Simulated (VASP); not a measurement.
Si2W: single point with PBE

Crystal: Si2W.

```xyz
9
Lattice="4.6144 0.0000 0.0000 -2.3072 3.9962 0.0000 0.0000 0.0000 6.6469" Properties=species:S:1:pos:R:3 pbc="T T T"
Si    2.3072    2.9382    3.3234
Si   -1.3909    3.4672    5.5391
Si    1.3909    3.4672    1.1078
Si    0.0000    1.0580    3.3234
Si    3.6981    0.5290    5.5391
Si    0.9163    0.5290    1.1078
W    -1.1536    1.9981    1.1078
W     1.1536    1.9981    5.5391
W     2.3072    0.0000    3.3234
```

This cell differs from its parent crystal: c/a of the conventional cell at fixed volume 1.4405.

```
Program             : VASP 6.6.1
Task                : single point
Functional          : PBE
Potentials or basis : VASP PAW PBE potentials, release 64 (Si, W_sv)
Cutoff              : 520 eV
k mesh              : 9 × 9 × 6
Occupations         : gaussian, width 0.03 eV
Spin                : no spin polarisation
```

* Pressure: 11.3 GPa
* Largest force: 6.382 eV/Å
* Band gap on the k mesh: zero (band 33 reaches 12.38 eV, above the bottom of band 34 at 11.68 eV)

Forces on the atoms (eV/Å):
```
Si   0.000 -6.382  0.000
Si   5.527 -3.191  0.000
Si  -5.527 -3.191  0.000
Si   0.000  6.382  0.000
Si  -5.527  3.191  0.000
Si   5.527  3.191  0.000
W    0.000  0.000  0.000
W    0.000  0.000  0.000
W    0.000  0.000  0.000
```

Stress tensor (GPa, compression positive):
```
16.68  0.00  0.00
 0.00 16.68  0.00
 0.00  0.00  0.61
```

Levels at points of the mesh, in eV from the Fermi level:
| k point | band 29 | band 30 | band 31 | band 32 | band 33 | band 34 | band 35 | band 36 | band 37 | band 38 |
| --- | --- | --- | --- | --- | --- | --- | --- | --- | --- | --- |
| (0.00, 0.00, 0.00) | -3.51 | -2.30 | -2.30 | -0.88 | -0.05 | 0.96 | 0.96 | 2.07 | 2.21 | 2.21 |
| (0.00, 0.00, 0.50) | -2.65 | -1.48 | -1.48 | -0.23 | -0.23 | 1.41 | 1.41 | 2.16 | 2.16 | 2.40 |

Run time: 2.4 min on 1 thread of Intel(R) Xeon(R) 6975P-C (Granite Rapids), on a shared host, peak memory 0.35 GiB.

Caveat: spin-orbit coupling is left out, which moves the levels of the heavy elements; forces of over 1 eV/Å act on the atoms, so gaps and moduli don't describe the material at rest.
